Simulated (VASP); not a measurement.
# InSb3 (Fm-3m) in VASP: notebook

Aim: see how the results for InSb3 move with the level of theory and the settings. Levels: PBE, revPBE. Tasks: relaxation of cell and atoms.

Program: VASP 6.6.1. These are calculated values, not measurements. Logs are shortened: lines on timing, memory, paths and dates and some standing lists are left out, and cuts for length are marked.

**1. The cell of the first run**

Symmetry: Fm-3m, No. 225, cubic system. Conventional cell: a = 7.589 Å, b = 7.589 Å, c = 7.589 Å, α = 90.00°, β = 90.00°, γ = 90.00°. In (site symmetry m-3m) has 14 Sb at 3.29 to 3.79 Å within 4.3 Å. Sb (site symmetry -43m) has 4 In at 3.29 Å and 10 Sb at 3.29 to 3.79 Å within 4.3 Å. Within 4.3 Å of Sb (site symmetry m-3m) lie 8 Sb at 3.29 Å and 6 In at 3.79 Å.

**2. Relaxation of cell and atoms, PBE**

Input file INCAR:

```
  PREC = Accurate
  ENCUT = 600
  EDIFF = 1E-6
  ISMEAR = 0
  SIGMA = 0.1
  LREAL = F
  LASPH = T
  NELM = 60
  ALGO = Normal
  ISIF = 3
  LWAVE = F
  LCHARG = F
  GGA = PE
  IBRION = 2
  NSW = 100
  EDIFFG = -0.01
```

Input file KPOINTS:

```
Automatic mesh
0
Gamma
  10 10 10
```

Input file POSCAR:

```
InSb3
1.0
    0.0000000000      3.7945550000      3.7945550000
    3.7945550000      0.0000000000      3.7945550000
    3.7945550000      3.7945550000      0.0000000000
In Sb
1 3
Direct
    0.0000000000      0.0000000000      0.0000000000
    0.2500000000      0.2500000000      0.2500000000
    0.7500000000      0.7500000000      0.7500000000
    0.5000000000      0.5000000000      0.5000000000
```

Potentials or basis: VASP PAW PBE potentials, release 64 (In_d, Sb).

Started as:

```bash
> cat potpaw_PBE.64/In_d/POTCAR potpaw_PBE.64/Sb/POTCAR > POTCAR
> mpirun -np 1 vasp_std > vasp.out
```

OUTCAR:

```text
PREC = Accurate
   ENCUT = 600
   EDIFF = 1E-6
   ISMEAR = 0
   LREAL = F
   LASPH = T
   NELM = 60
   ISIF = 3
   GGA = PE
   IBRION = 2
   NSW = 100
   EDIFFG = -0.01

 ion  position               nearest neighbor table
   1  0.000  0.000  0.000-   2 3.29   3 3.29   3 3.29   3 3.29   3 3.29   2 3.29   2 3.29   2 3.29
                             4 3.79   4 3.79   4 3.79   4 3.79   4 3.79   4 3.79
   2  0.250  0.250  0.250-   1 3.29   4 3.29   1 3.29   1 3.29   1 3.29   4 3.29   4 3.29   4 3.29

   3  0.750  0.750  0.750-   1 3.29   4 3.29   4 3.29   4 3.29   4 3.29   1 3.29   1 3.29   1 3.29

   4  0.500  0.500  0.500-   2 3.29   3 3.29   2 3.29   2 3.29   2 3.29   3 3.29   3 3.29   3 3.29
                             1 3.79   1 3.79   1 3.79   1 3.79   1 3.79   1 3.79

  LATTYP: Found a face centered cubic cell.
 ALAT       =     7.5891100000

  Lattice vectors:

 A1 = (   0.0000000000,   3.7945550000,   3.7945550000)
 A2 = (   3.7945550000,   0.0000000000,   3.7945550000)
 A3 = (   3.7945550000,   3.7945550000,   0.0000000000)

Analysis of symmetry for initial positions (statically):
=====================================================================
 Subroutine PRICEL returns:
 Original cell was already a primitive cell.

 Routine SETGRP: Setting up the symmetry group for a
 face centered cubic supercell.

 Subroutine GETGRP returns: Found 48 space group operations
 (whereof 48 operations were pure point group operations)
 out of a pool of 48 trial point group operations.

The static configuration has the point symmetry O_h .

Analysis of symmetry for dynamics (positions and initial velocities):
=====================================================================
 Subroutine PRICEL returns:
 Original cell was already a primitive cell.

 Routine SETGRP: Setting up the symmetry group for a
 face centered cubic supercell.

 Subroutine GETGRP returns: Found 48 space group operations
 (whereof 48 operations were pure point group operations)
 out of a pool of 48 trial point group operations.

The dynamic configuration has the point symmetry O_h .

 Subroutine INISYM returns: Found 48 space group operations
 (whereof 48 operations are pure point group operations),
 and found     1 'primitive' translations

----------------------------------------------------------------------------------------

                                     Primitive cell

  volume of cell :     109.2729

  direct lattice vectors                    reciprocal lattice vectors
     0.000000000  3.794555000  3.794555000    -0.131767757  0.131767757  0.131767757
     3.794555000  0.000000000  3.794555000     0.131767757 -0.131767757  0.131767757
     3.794555000  3.794555000  0.000000000     0.131767757  0.131767757 -0.131767757

  length of vectors
     5.366311144  5.366311144  5.366311144     0.228228449  0.228228449  0.228228449

  position of ions in fractional coordinates (direct lattice)
     0.000000000  0.000000000  0.000000000
     0.250000000  0.250000000  0.250000000
     0.750000000  0.750000000  0.750000000
     0.500000000  0.500000000  0.500000000

  ion indices of the primitive-cell ions
   primitive index   ion index
                 1           1
                 2           2
                 3           3
                 4           4

----------------------------------------------------------------------------------------

 KPOINTS: Automatic mesh

Automatic generation of k-mesh.
 Grid dimensions read from file:
 generate k-points for:   10   10   10

 Generating k-lattice:

  Cartesian coordinates                     Fractional coordinates (reciprocal lattice)
    -0.013176776  0.013176776  0.013176776     0.100000000  0.000000000  0.000000000
     0.013176776 -0.013176776  0.013176776     0.000000000  0.100000000  0.000000000
     0.013176776  0.013176776 -0.013176776     0.000000000  0.000000000  0.100000000

  Length of vectors
     0.022822845  0.022822845  0.022822845

  Shift w.r.t. Gamma in fractional coordinates (k-lattice)
     0.000000000  0.000000000  0.000000000

 Subroutine IBZKPT returns following result:
 ===========================================

 Found     47 irreducible k-points:

 Following reciprocal coordinates:
            Coordinates               Weight
  0.000000  0.000000  0.000000      1.000000
  0.100000  0.000000  0.000000      8.000000
  0.200000  0.000000  0.000000      8.000000
  0.300000  0.000000  0.000000      8.000000
  0.400000  0.000000  0.000000      8.000000
  0.500000  0.000000  0.000000      4.000000
[... 16 lines left out ...]
  0.300000  0.300000  0.000000      6.000000
  0.400000  0.300000  0.000000     24.000000
 [... further k-points ...]
   k-points           NKPTS =     47   k-points in BZ     NKDIM =     47   number of bands    NBANDS=     18
   number of dos      NEDOS =    301   number of ions     NIONS =      4
   total plane-waves  NPLWV = 110592
   dimension x,y,z NGX =    48 NGY =   48 NGZ =   48
   dimension x,y,z NGXF=    96 NGYF=   96 NGZF=   96
   ions per type =               1   3
   NGX,Y,Z   is equivalent  to a cutoff of  14.87, 14.87, 14.87 a.u.
   NGXF,Y,Z  is equivalent  to a cutoff of  29.74, 29.74, 29.74 a.u.
 SYSTEM =  unknown system
   PREC   = accura    normal or accurate (medium, high low for compatibility)
   ISTART =      0    job   : 0-new  1-cont  2-samecut
   ICHARG =      2    charge: 1-file 2-atom 10-const
   ISPIN  =      1    spin polarized calculation?
   LNONCOLLINEAR =      F non collinear calculations
   LSORBIT =      F    spin-orbit coupling
   LASPH  =      T    aspherical Exc in radial PAW
   ENCUT  =  600.0 eV  44.10 Ry    6.64 a.u.  10.72 10.72 10.72*2*pi/ulx,y,z
   NELM   =     60;   NELMIN=  2; NELMDL= -5     # of ELM steps
   EDIFF  = 0.1E-05   stopping-criterion for ELM
   LREAL  =      F    real-space projection
   EDIFFG = -.1E-01   stopping-criterion for IOM
   NSW    =    100    number of steps for IOM
   IBRION =      2    ionic relax: 0-MD 1-quasi-New 2-CG
   NFREE  =      1    steps in history (QN), initial steepest desc. (CG)
   ISIF   =      3    stress and relaxation
   ISYM   =      2    0-nonsym 1-usesym 2-fastsym
   POTIM  = 0.5000    time-step for ionic-motion
   TEBEG  =    0.0;   TEEND  =   0.0 temperature during run
   PSTRESS=    0.0 pullay stress
   NELECT =      28.0000    total number of electrons
   NUPDOWN=      -1.0000    fix difference up-down
   EMIN   =  10.00;   EMAX   =-10.00  energy-range for DOS
   EFERMI =   0.00;   METHOD = LEGACY
   ISMEAR =     0;   SIGMA  =   0.10  broadening in eV -4-tet -1-fermi 0-gaus
   EFERMI_NEDOS =   21; number of points for ismear=-14 and -15
   IALGO  =     38    algorithm
   IMIX   =      4    mixing-type and parameters
     AMIX     =   0.40;   BMIX     =  1.00
     AMIX_MAG =   1.60;   BMIX_MAG =  1.00
  volume/ion in A,a.u.               =      27.32       184.35
  Fermi-wavevector in a.u.,A,eV,Ry     =   1.039816  1.964968 14.710866  1.081218
  Thomas-Fermi vector in A             =   2.174364
   LORBIT       =      0    0 simple, 1 ext, 2 COOP (PROOUT), +10 PAW based schemes
   GGA     = PE    functional components
   LHFCALC =     F    Hartree Fock is set to
   AEXX    =    0.0000 exact exchange contribution
   IVDW    =     0    specifies the selected vdW correction
   LEPSILON=     F    determine dielectric tensor
   LRPA    =     F    only Hartree local field effects (RPA)
 conjugate gradient relaxation of ions
 non-spin polarized calculation
 Gauss-broadening in eV      SIGMA  =   0.10
  energy-cutoff  :      600.00
  volume of cell :      109.27
 maximum number of plane-waves:      3695
 NGX is ok and might be reduce to    48
   NGX = 21   NGY = 21   NGZ = 21

--------------------------------------- Ionic step        1  -------------------------------------------

 number of electron      28.0000000 magnetization

 Free energy of the ion-electron system (eV)
  ---------------------------------------------------
  ext. energy  EPLUGINS =         0.00000000
  ---------------------------------------------------
  free energy    TOTEN  =       -14.30710866 eV

  energy without entropy =      -14.29695963  energy(sigma->0) =      -14.30203414

------------------------ aborting loop because EDIFF is reached ----------------------------------------

  FORCE on cell =-STRESS in cart. coord.  units (eV):
  Direction    XX          YY          ZZ          XY          YZ          ZX
  --------------------------------------------------------------------------------------
  -------------------------------------------------------------------------------------
  Total       -0.1535197     -0.1535197     -0.1535197     -0.0000000     -0.0000000      0.0000000
  in kB       -2.2509310     -2.2509310     -2.2509310     -0.0000000     -0.0000000      0.0000000
  external PRESSURE =      -2.2509310 kB  Pullay stress =       0.0000000 kB
[... 61 lines left out ...]
  energy  without entropy=      -14.2975369321  energy(sigma->0) =      -14.30247242

--------------------------------------- Ionic step        3  -------------------------------------------

 number of electron      28.0000000 magnetization

 Free energy of the ion-electron system (eV)
  ---------------------------------------------------
  ext. energy  EPLUGINS =         0.00000000
  ---------------------------------------------------
  free energy    TOTEN  =       -14.30743719 eV

  energy without entropy =      -14.29750218  energy(sigma->0) =      -14.30246968

 E-fermi :   8.0129     XC(G=0): -10.1575

 val. band max:        7.9565951605   @ k =   0.4000   0.2000   0.1000
 cond. band min:       8.0466397967   @ k =   0.3000   0.2000   0.1000
 fundamental gap:      0.0900446362
 Fermi energy:         8.0128729882

 k-point     1 :       0.0000    0.0000    0.0000
  band No.  band energies     occupation
      1      -6.4856      2.00000
      2      -6.4856      2.00000
      3      -6.4856      2.00000
      4      -6.4538      2.00000
      5      -6.4538      2.00000
      6      -4.2376      2.00000
[... 10 lines left out ...]
     17       7.3338      2.00000
     18       7.3338      2.00000
[... 466 lines left out ...]
      2      -6.4773      2.00000
      3      -6.4761      2.00000
      4      -6.4629      2.00000
      5      -6.4520      2.00000
      6      -3.0049      2.00000
[... 10 lines left out ...]
     17      10.0858      0.00000
     18      10.4270      0.00000

 [... further k-points ...]
[... 5 lines left out ...]
  --------------------------------------------------------------------------------------
  -------------------------------------------------------------------------------------
  Total        0.0031241      0.0031241      0.0031241      0.0000000     -0.0000000      0.0000000
  in kB        0.0460022      0.0460022      0.0460022      0.0000000     -0.0000000      0.0000000
  external PRESSURE =       0.0460022 kB  Pullay stress =       0.0000000 kB
[... 19 lines left out ...]
  FREE ENERGIE OF THE ION-ELECTRON SYSTEM (eV)
  ---------------------------------------------------
  free  energy   TOTEN  =       -14.3074371878 eV

  energy  without entropy=      -14.2975021817  energy(sigma->0) =      -14.30246968

 reached required accuracy - stopping structural energy minimisation
```

Wall time 5.9 min (1 thread of Intel Xeon 8259CL, shared host); peak memory 0.4 GiB.

Results:

* Free energy: -14.3074 eV
* Relaxed volume: 27.20 Å³/atom
* Relaxed cell: a = 5.359 Å, b = 5.359 Å, c = 5.359 Å, α = 60.00°, β = 60.00°, γ = 60.00°
* Space group after relaxing (to 0.1 Å): Fm-3m (No. 225)
* Energy gained by relaxing: 0.1 meV/atom
* Ionic steps: 3
* Pressure after relaxing: 0.0 GPa

The path:
```csv
step,energy change (eV),largest force (eV/Å),pressure (GPa),volume (Å³)
1,0.0000,0.0000,-0.23,109.27
2,-0.0003,0.0000,0.07,108.67
3,-0.0003,0.0000,0.00,108.81
```

Final structure:
```
In Sb
1.0
     0.00000    3.78917    3.78917
     3.78917    0.00000    3.78917
     3.78917    3.78917    0.00000
In Sb
1 3
Direct
  0.00000 0.00000 0.00000
  0.25000 0.25000 0.25000
  0.75000 0.75000 0.75000
  0.50000 0.50000 0.50000
```

Levels at points of the mesh, in eV from the Fermi level:
| k point | band 10 | band 11 | band 12 | band 13 | band 14 | band 15 | band 16 | band 17 | band 18 |
| --- | --- | --- | --- | --- | --- | --- | --- | --- | --- |
| (0.00, 0.00, 0.00) | -2.48 | -2.48 | -2.36 | -2.36 | -2.36 | -2.29 | -0.68 | -0.68 | -0.68 |
| (0.50, 0.00, 0.00) | -3.42 | -3.42 | -2.60 | -2.60 | -0.23 | -0.06 | 1.95 | 1.95 | 3.07 |
| (0.50, 0.50, 0.00) | -5.06 | -5.06 | 0.38 | 0.91 | 0.91 | 1.27 | 1.73 | 1.84 | 1.84 |

Caveat: the highest band is partly filled, so the run has too few bands; spin-orbit coupling is left out, which moves the levels of the heavy elements.

(Part 1 of 2 ends here.)
